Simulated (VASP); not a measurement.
# LiF (Griceite) (Fm-3m) in VASP: further runs

The runs below take LiF (Griceite) through single point, with HSE06.

Program: VASP 6.6.1. These are calculated values, not measurements. Logs are shortened: lines on timing, memory, paths and dates and some standing lists are left out, and cuts for length are marked.

### 1 The cell of the first run

It takes space group Fm-3m (No. 225, cubic). The conventional cell has a = 3.929 Å, b = 3.929 Å, c = 3.929 Å, α = 90.00°, β = 90.00°, γ = 90.00°. Within 2.6 Å of Li (site symmetry m-3m) lie 6 F at 1.96 Å. F (site symmetry m-3m) has 6 Li at 1.96 Å within 2.6 Å.

### 2 Single point, HSE06 (volume scaled by 0.94)

Input file POSCAR:

```
LiF
1.0
    0.0000000000      1.9645515165      1.9645515165
    1.9645515165      0.0000000000      1.9645515165
    1.9645515165      1.9645515165      0.0000000000
Li F
1 1
Direct
    0.0000000000      0.0000000000      0.0000000000
    0.5000000000      0.5000000000      0.5000000000
```

Input file INCAR.step1:

```
SYSTEM = LiF
ALGO     = Normal         ! electronic algorithm
EDIFF    = 1E-5           ! SCF threshold, eV
ENCUT    = 520            ! plane-wave cutoff, eV
GGA      = PE             ! functional
ISIF     = 2              ! what is computed and relaxed
ISMEAR   = 0              ! smearing method
LASPH    = .TRUE.         ! aspherical terms in the spheres
LCHARG   = .FALSE.        ! write CHGCAR
LREAL    = .FALSE.        ! projectors in reciprocal space
LWAVE    = .TRUE.         ! write WAVECAR
NBANDS   = 12             ! bands
NELM     = 100            ! most SCF steps
PREC     = Accurate       ! precision mode
SIGMA    = 0.02           ! smearing width, eV
```

Input file INCAR.step2:

```
SYSTEM = LiF
ALGO     = Normal         ! electronic algorithm
EDIFF    = 1E-6           ! SCF threshold, eV
ENCUT    = 520            ! plane-wave cutoff, eV
GGA      = PE             ! functional
HFSCREEN = 0.2079         ! screening, 1/A
ISIF     = 2              ! what is computed and relaxed
ISMEAR   = 0              ! smearing method
ISTART   = 1            
LASPH    = .TRUE.         ! aspherical terms in the spheres
LCHARG   = .FALSE.        ! write CHGCAR
LHFCALC  = .TRUE.         ! exact exchange
LREAL    = .FALSE.        ! projectors in reciprocal space
LWAVE    = .FALSE.        ! write WAVECAR
NBANDS   = 12             ! bands
NELM     = 100            ! most SCF steps
PREC     = Accurate       ! precision mode
PRECFOCK = Normal       
SIGMA    = 0.02           ! smearing width, eV
```

Input file KPOINTS:

```
k-points
0
G
  6 6 6
  0 0 0
```

Potentials or basis: VASP PAW PBE potentials, release 64 (Li_sv, F).

Run with:

```sh
$ cat potpaw_PBE.64/Li_sv/POTCAR potpaw_PBE.64/F/POTCAR > POTCAR
$ cp INCAR.step1 INCAR
$ mpirun -np 1 vasp_std > vasp.out
$ cp INCAR.step2 INCAR
$ mpirun -np 1 vasp_std > vasp.out
```

OUTCAR:

```text
SYSTEM = LiF
   EDIFF = 1E-6
   ENCUT = 520
   GGA = PE
   HFSCREEN = 0.2079
   ISIF = 2
   ISMEAR = 0
   ISTART = 1
   LASPH = .TRUE.
   LHFCALC = .TRUE.
   LREAL = .FALSE.
   NELM = 100
   PREC = Accurate
   PRECFOCK = Normal

 ion  position               nearest neighbor table
   1  0.000  0.000  0.000-   2 1.96   2 1.96   2 1.96   2 1.96   2 1.96   2 1.96
   2  0.500  0.500  0.500-   1 1.96   1 1.96   1 1.96   1 1.96   1 1.96   1 1.96

  LATTYP: Found a face centered cubic cell.
 ALAT       =     3.9291030330

  Lattice vectors:

 A1 = (   0.0000000000,   1.9645515165,   1.9645515165)
 A2 = (   1.9645515165,   0.0000000000,   1.9645515165)
 A3 = (   1.9645515165,   1.9645515165,   0.0000000000)

Analysis of symmetry for initial positions (statically):
=====================================================================
 Subroutine PRICEL returns:
 Original cell was already a primitive cell.

 Routine SETGRP: Setting up the symmetry group for a
 face centered cubic supercell.

 Subroutine GETGRP returns: Found 48 space group operations
 (whereof 48 operations were pure point group operations)
 out of a pool of 48 trial point group operations.

The static configuration has the point symmetry O_h .

Analysis of symmetry for dynamics (positions and initial velocities):
=====================================================================
 Subroutine PRICEL returns:
 Original cell was already a primitive cell.

 Routine SETGRP: Setting up the symmetry group for a
 face centered cubic supercell.

 Subroutine GETGRP returns: Found 48 space group operations
 (whereof 48 operations were pure point group operations)
 out of a pool of 48 trial point group operations.

The dynamic configuration has the point symmetry O_h .

 Subroutine INISYM returns: Found 48 space group operations
 (whereof 48 operations are pure point group operations),
 and found     1 'primitive' translations

----------------------------------------------------------------------------------------

                                     Primitive cell

  volume of cell :      15.1642

  direct lattice vectors                    reciprocal lattice vectors
     0.000000000  1.964551517  1.964551517    -0.254511015  0.254511015  0.254511015
     1.964551517  0.000000000  1.964551517     0.254511015 -0.254511015  0.254511015
     1.964551517  1.964551517  0.000000000     0.254511015  0.254511015 -0.254511015

  length of vectors
     2.778295399  2.778295399  2.778295399     0.440826009  0.440826009  0.440826009

  position of ions in fractional coordinates (direct lattice)
     0.000000000  0.000000000  0.000000000
     0.500000000  0.500000000  0.500000000

  ion indices of the primitive-cell ions
   primitive index   ion index
                 1           1
                 2           2

----------------------------------------------------------------------------------------

 KPOINTS: k-points

Automatic generation of k-mesh.
 Grid dimensions read from file:
 generate k-points for:    6    6    6

 Generating k-lattice:

  Cartesian coordinates                     Fractional coordinates (reciprocal lattice)
    -0.042418502  0.042418502  0.042418502     0.166666667  0.000000000  0.000000000
     0.042418502 -0.042418502  0.042418502     0.000000000  0.166666667  0.000000000
     0.042418502  0.042418502 -0.042418502     0.000000000  0.000000000  0.166666667

  Length of vectors
     0.073471001  0.073471001  0.073471001

  Shift w.r.t. Gamma in fractional coordinates (k-lattice)
     0.000000000  0.000000000  0.000000000

 Subroutine IBZKPT returns following result:
 ===========================================

 Found     16 irreducible k-points:

 Following reciprocal coordinates:
            Coordinates               Weight
  0.000000  0.000000  0.000000      1.000000
  0.166667  0.000000  0.000000      8.000000
  0.333333  0.000000  0.000000      8.000000
  0.500000  0.000000  0.000000      4.000000
  0.166667  0.166667  0.000000      6.000000
  0.333333  0.166667  0.000000     24.000000
[... 8 lines left out ...]
 -0.333333  0.333333  0.166667     24.000000
 -0.333333  0.500000  0.166667     12.000000
   k-points           NKPTS =     16   k-points in BZ     NKDIM =    216   number of bands    NBANDS=     12
   number of dos      NEDOS =    301   number of ions     NIONS =      2
   total plane-waves  NPLWV =  13824
   dimension x,y,z NGX =    24 NGY =   24 NGZ =   24
   dimension x,y,z NGXF=    48 NGYF=   48 NGZF=   48
   ions per type =               1   1
   NGX,Y,Z   is equivalent  to a cutoff of  14.36, 14.36, 14.36 a.u.
   NGXF,Y,Z  is equivalent  to a cutoff of  28.72, 28.72, 28.72 a.u.
 SYSTEM =  LiF
   PREC   = accura    normal or accurate (medium, high low for compatibility)
   ISTART =      1    job   : 0-new  1-cont  2-samecut
   ICHARG =      0    charge: 1-file 2-atom 10-const
   ISPIN  =      1    spin polarized calculation?
   LNONCOLLINEAR =      F non collinear calculations
   LSORBIT =      F    spin-orbit coupling
   LASPH  =      T    aspherical Exc in radial PAW
   ENCUT  =  520.0 eV  38.22 Ry    6.18 a.u.   5.17  5.17  5.17*2*pi/ulx,y,z
   NELM   =    100;   NELMIN=  2; NELMDL=  0     # of ELM steps
   EDIFF  = 0.1E-05   stopping-criterion for ELM
   LREAL  =      F    real-space projection
   EDIFFG = 0.1E-04   stopping-criterion for IOM
   NSW    =      0    number of steps for IOM
   IBRION =     -1    ionic relax: 0-MD 1-quasi-New 2-CG
   NFREE  =      0    steps in history (QN), initial steepest desc. (CG)
   ISIF   =      2    stress and relaxation
   ISYM   =      3    0-nonsym 1-usesym 2-fastsym
   POTIM  = 0.5000    time-step for ionic-motion
   TEBEG  =    0.0;   TEEND  =   0.0 temperature during run
   PSTRESS=    0.0 pullay stress
   NELECT =      10.0000    total number of electrons
   NUPDOWN=      -1.0000    fix difference up-down
   EMIN   =  10.00;   EMAX   =-10.00  energy-range for DOS
   EFERMI =   0.00;   METHOD = LEGACY
   ISMEAR =     0;   SIGMA  =   0.02  broadening in eV -4-tet -1-fermi 0-gaus
   EFERMI_NEDOS =   21; number of points for ismear=-14 and -15
   IALGO  =     38    algorithm
   IMIX   =      1    mixing-type and parameters
     AMIX     =   0.40;   BMIX     =  1.00
     AMIX_MAG =   1.60;   BMIX_MAG =  1.00
  volume/ion in A,a.u.               =       7.58        51.17
  Fermi-wavevector in a.u.,A,eV,Ry     =   1.424956  2.692776 27.626619  2.030499
  Thomas-Fermi vector in A             =   2.545392
   LORBIT       =      0    0 simple, 1 ext, 2 COOP (PROOUT), +10 PAW based schemes
   GGA     = PE    functional components
   LHFCALC =     T    Hartree Fock is set to
   PRECFOCK=normal    Normal, Fast or Accurate (Low or Medium for compatibility)
   ENCUT4O =  -1.0   cutoff for four orbital integrals eV
   NKREDX  =     1    reduce k-point grid by
   NKREDY  =     1    reduce k-point grid by
   NKREDZ  =     1    reduce k-point grid by
   AEXX    =    0.2500 exact exchange contribution
   HFSCREEN=    0.2079 screening length (either q_TF or 0.3 A-1)
   HFSCREENC=   0.2079 screening length for correlation (either q_TF or 0.3 A-1)
   ENCUTFOCK=  -1.0 apply spherical cutoff to Coloumb kernel
   IVDW    =     0    specifies the selected vdW correction
   LEPSILON=     F    determine dielectric tensor
   LRPA    =     F    only Hartree local field effects (RPA)
 non-spin polarized calculation
 Gauss-broadening in eV      SIGMA  =   0.02
  energy-cutoff  :      520.00
  volume of cell :       15.16
 maximum number of plane-waves:       419
 NGX is ok and might be reduce to    24
  NGX = 16; NGY = 16; NGZ = 16

 number of electron      10.0000005 magnetization

 Free energy of the ion-electron system (eV)
  ---------------------------------------------------
  ext. energy  EPLUGINS =         0.00000000
  ---------------------------------------------------
  free energy    TOTEN  =       -11.37042225 eV

  energy without entropy =      -11.37042225  energy(sigma->0) =      -11.37042225

 E-fermi :  -1.9604     XC(G=0):  -8.4560

 val. band max:       -2.2763025814   @ k =   0.0000   0.0000   0.0000
 cond. band min:       9.8555450518   @ k =   0.0000   0.0000   0.0000
 fundamental gap:     12.1318476332
 Fermi energy:        -1.9604006561

 k-point     1 :       0.0000    0.0000    0.0000
  band No.  band energies     occupation
      1     -45.0847      2.00000
      2     -24.0719      2.00000
      3      -2.2763      2.00000
      4      -2.2763      2.00000
      5      -2.2763      2.00000
      6       9.8555      0.00000
      7      25.3445      0.00000
      8      25.3445      0.00000
      9      25.3445      0.00000
     10      25.3595      0.00000
     11      25.3595      0.00000
     12      25.3595      0.00000

 k-point     2 :       0.1667    0.0000    0.0000
  band No.  band energies     occupation
      1     -45.0639      2.00000
      2     -23.9503      2.00000
      3      -3.0947      2.00000
      4      -2.3484      2.00000
      5      -2.3484      2.00000
      6      10.5802      0.00000
      7      20.4695      0.00000
      8      22.8055      0.00000
      9      22.8055      0.00000
     10      27.3579      0.00000
     11      27.4374      0.00000
     12      27.4374      0.00000

 k-point     3 :       0.3333    0.0000    0.0000
  band No.  band energies     occupation
      1     -45.0227      2.00000
      2     -23.6931      2.00000
      3      -4.5311      2.00000
      4      -2.4863      2.00000
      5      -2.4863      2.00000
      6      11.3215      0.00000
      7      18.1937      0.00000
      8      20.5686      0.00000
      9      20.5686      0.00000
     10      29.8454      0.00000
     11      30.5351      0.00000
     12      30.5351      0.00000
[... 166 lines left out ...]
 k-point    15 :      -0.3333    0.3333    0.1667
  band No.  band energies     occupation
      1     -44.9846      2.00000
      2     -23.3352      2.00000
      3      -4.8434      2.00000
      4      -4.2108      2.00000
      5      -3.0147      2.00000
      6      14.2987      0.00000
      7      16.3094      0.00000
      8      19.6077      0.00000
      9      20.6025      0.00000
     10      28.6325      0.00000
     11      29.4932      0.00000
     12      37.7604      0.00000

 k-point    16 :      -0.3333    0.5000    0.1667
  band No.  band energies     occupation
      1     -44.9792      2.00000
      2     -23.2497      2.00000
      3      -5.2393      2.00000
      4      -4.0967      2.00000
      5      -3.2698      2.00000
      6      15.8793      0.00000
      7      16.1753      0.00000
      8      18.5349      0.00000
      9      20.8943      0.00000
     10      25.2252      0.00000
     11      33.1897      0.00000
     12      36.3317      0.00000

------------------------ aborting loop because EDIFF is reached ----------------------------------------

  FORCE on cell =-STRESS in cart. coord.  units (eV):
  Direction    XX          YY          ZZ          XY          YZ          ZX
  --------------------------------------------------------------------------------------
  -------------------------------------------------------------------------------------
  Total        0.4849020      0.4849020      0.4849020     -0.0000000      0.0000000     -0.0000000
  in kB       51.2323492     51.2323492     51.2323492     -0.0000000      0.0000000     -0.0000000
  external PRESSURE =      51.2323492 kB  Pullay stress =       0.0000000 kB

 VOLUME and BASIS-vectors are now :
 -----------------------------------------------------------------------------
  energy-cutoff  :      520.00
  volume of cell :       15.16
      direct lattice vectors                 reciprocal lattice vectors
     0.000000000  1.964551517  1.964551517    -0.254511015  0.254511015  0.254511015
     1.964551517  0.000000000  1.964551517     0.254511015 -0.254511015  0.254511015
     1.964551517  1.964551517  0.000000000     0.254511015  0.254511015 -0.254511015

 POSITION                                       TOTAL-FORCE (eV/Angst)
 -----------------------------------------------------------------------------------
      0.00000      0.00000      0.00000        -0.000000      0.000000      0.000000
      1.96455      1.96455      1.96455         0.000000     -0.000000     -0.000000
 -----------------------------------------------------------------------------------
    total drift:                               -0.000000     -0.000000     -0.000000

  FREE ENERGIE OF THE ION-ELECTRON SYSTEM (eV)
  ---------------------------------------------------
  free  energy   TOTEN  =       -11.3704222500 eV

  energy  without entropy=      -11.3704222500  energy(sigma->0) =      -11.37042225
```

Wall time 2.8 min (1 thread of Intel Xeon 6975P-C, shared host); peak memory 0.23 GiB.

Results:

```yaml
Free_energy: -11.3704 eV
Band_gap_on_the_k_mesh: 12.13 eV, direct
```

Caveat: the k points lie up to 0.46 Å⁻¹ apart; the cutoff is under 1.25 times the usual one of these potentials, so pressure, stress and relaxed cells hold a basis-set (Pulay) error; the PAW data sets were made with another functional, which shifts forces and pressure a little.

### 3 Single point, HSE06 (volume scaled by 0.97)

Input file POSCAR:

```
LiF
1.0
    0.0000000000      1.9852325259      1.9852325259
    1.9852325259      0.0000000000      1.9852325259
    1.9852325259      1.9852325259      0.0000000000
Li F
1 1
Direct
    0.0000000000      0.0000000000      0.0000000000
    0.5000000000      0.5000000000      0.5000000000
```

Input file INCAR.step1:

```
  PREC = Accurate
  ENCUT = 520
  EDIFF = 1E-5
  ISMEAR = 0
  SIGMA = 0.02
  LREAL = F
  LASPH = T
  NELM = 80
  ALGO = Normal
  ISIF = 2
  LWAVE = T
  LCHARG = F
  NBANDS = 12
  GGA = PE
```

Input file INCAR.step2:

```
  PREC = Accurate
  ENCUT = 520
  EDIFF = 1E-6
  ISMEAR = 0
  SIGMA = 0.02
  LREAL = F
  LASPH = T
  NELM = 80
  ALGO = Normal
  ISIF = 2
  LWAVE = F
  LCHARG = F
  GGA = PE
  LHFCALC = T
  HFSCREEN = 0.2079
  PRECFOCK = Normal
  NBANDS = 12
  ISTART = 1
```

Input file KPOINTS:

```
Automatic mesh
0
Gamma
  6 6 6
```

Potentials or basis: VASP PAW PBE potentials, release 64 (Li_sv, F).

Run with:

```sh
$ cat potpaw_PBE.64/Li_sv/POTCAR potpaw_PBE.64/F/POTCAR > POTCAR
$ cp INCAR.step1 INCAR
$ mpirun -np 1 vasp_std > vasp.out
$ cp INCAR.step2 INCAR
$ mpirun -np 1 vasp_std > vasp.out
```

Wall time 2.7 min (1 thread of Intel Xeon 6975P-C, shared host); peak memory 0.23 GiB.

It converged, with:

```yaml
Free_energy: -11.3830 eV
Band_gap_on_the_k_mesh: 11.81 eV, direct
```

Levels at points of the mesh, in eV from the valence-band top:
```csv
k point,band 2,band 3,band 4,band 5,band 6,band 7,band 8,band 9
"(0.00, 0.00, 0.00)",-21.70,0.00,0.00,0.00,11.81,27.20,27.20,27.20
"(0.50, 0.00, 0.00)",-21.21,-2.80,-0.26,-0.26,13.35,19.96,21.75,21.75
"(0.50, 0.50, 0.00)",-20.90,-3.32,-1.12,-1.12,17.84,18.99,20.55,23.48
```

Caveat: the k points lie up to 0.46 Å⁻¹ apart; the cutoff is under 1.25 times the usual one of these potentials, so pressure, stress and relaxed cells hold a basis-set (Pulay) error; the PAW data sets were made with another functional, which shifts forces and pressure a little.
